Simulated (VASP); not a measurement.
# Al3Cu2: single point with PBEsol

Al3Cu2:

```
CELL_PARAMETERS angstrom
3.96961 0.00000 0.00000
-1.98480 3.43778 0.00000
0.00000 0.00000 4.83311
ATOMIC_POSITIONS crystal
Al 0.00000 0.00000 0.00000
Al 0.33333 0.66667 0.35300
Al 0.66667 0.33333 0.64700
Cu 0.33333 0.66667 0.84364
Cu 0.66667 0.33333 0.15636
```

This cell differs from its parent crystal: volume scaled by 0.91, then relaxed in part.

| Quantity | Value |
| --- | --- |
| Program | VASP 6.6.1 |
| Task | single point |
| Functional | PBEsol |
| Potentials or basis | VASP PAW PBE potentials, release 64 (Al, Cu) |
| Cutoff | 520 eV |
| k mesh | 12 × 12 × 8 |
| Occupations | gaussian, width 0.1 eV |
| Spin | no spin polarisation |

The pressure is 13.6 GPa.

Levels at points of the mesh, in eV from the Fermi level:
```csv
k point,band 13,band 14,band 15,band 16,band 17,band 18
"(0.00, 0.00, 0.00)",-3.94,-0.28,-0.28,1.40,1.40,3.02
"(0.50, 0.00, 0.00)",-3.34,-3.26,-2.79,-0.71,0.20,0.33
"(0.00, 0.00, 0.50)",1.23,1.23,1.25,1.25,1.72,2.66
"(0.50, 0.00, 0.50)",-4.47,-3.77,-1.96,-0.21,0.77,1.20
```

It took 2.5 min on 1 thread of Intel(R) Xeon(R) 6975P-C (Granite Rapids), with other jobs on the host, peak memory 0.3 GiB.

Caveat: the PAW data sets were made with another functional, which shifts forces and pressure a little.
